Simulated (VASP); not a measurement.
# RbCl: single point with PBE

RbCl:

```
Rb Cl
1.0
     0.00000    3.16101    3.16101
     3.16101    0.00000    3.16101
     3.16101    3.16101    0.00000
Rb Cl
1 1
Cartesian
  0.0000 0.0000 0.0000
  3.1610 3.1610 3.1610
```

```yaml
Program: VASP 6.6.1
Task: single point
Functional: PBE
Potentials_or_basis: VASP PAW PBE potentials, release 64 (Rb_sv, Cl)
Cutoff: 500 eV
k_mesh: 5 × 5 × 5
Occupations: gaussian, width 0.01 eV
Spin: no spin polarisation
Dipole_correction: no
Further_INCAR_settings: ALGO = Normal; EDIFF = 1e-06; NBANDS = 15
```

```yaml
Pressure: 3.8 GPa
Band_gap_on_the_k_mesh: 5.41 eV, direct
```

Levels at points of the mesh, in eV from the valence-band top:
```csv
k point,band 4,band 5,band 6,band 7,band 8,band 9,band 10,band 11,band 12,band 13
"(0.00, 0.00, 0.00)",-7.71,-7.71,0.00,0.00,0.00,5.41,8.04,8.04,8.04,9.11
```

It took 22 s on 1 thread of Intel Xeon 8259CL, with other jobs on the host, peak memory 0.2 GiB.
